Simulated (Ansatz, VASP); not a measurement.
Te2Mo in VASP and in Ansatz

```
Mo Te
1.0
     1.77341    1.02388    7.10414
    -1.77341    1.02388    7.10414
     0.00000   -2.04776    7.10414
Mo Te
1 2
Direct
  0.99996 0.99996 0.99996
  0.41742 0.41742 0.41742
  0.24928 0.24928 0.24928
```

Alike in both runs: task single point; functional PBE; k mesh 6 × 6 × 6; no spin polarisation.

```csv
,VASP,Ansatz
version,VASP 6.6.1,Ansatz 0.2.0
potentials or method,"VASP PAW PBE potentials, release 64 (Mo_sv, Te)",plane waves
plane-wave cutoff (eV),520,420
occupations,"methfessel-paxton of order 1, width 0.05 eV","cold, width 0.05 eV"
valence electrons in the cell,26,46
```

Ansatz gave:

| Item | Value |
| --- | --- |
| gap on the k mesh at the Fermi level (eV) | 0.90 |
| pressure (GPa) | 1.9 |
| traceless stress, the component that is largest in VASP (GPa) | 0.84 |
| rms of the force components (eV/Å) | 0.096 |

Question: Estimate VASP's values.

Answer: gap on the k mesh at the Fermi level (eV): 0.89; pressure (GPa): 1.9; traceless stress, the component that is largest in VASP (GPa): 0.91; rms of the force components (eV/Å): 0.102.

Atom by atom the forces differ by 0.007 eV/Å (rms over components). VASP's potentials hold 26 valence electrons a cell and Ansatz's 46, so a difference there can come from the potentials and not from the codes.

Spin-orbit coupling is off throughout.
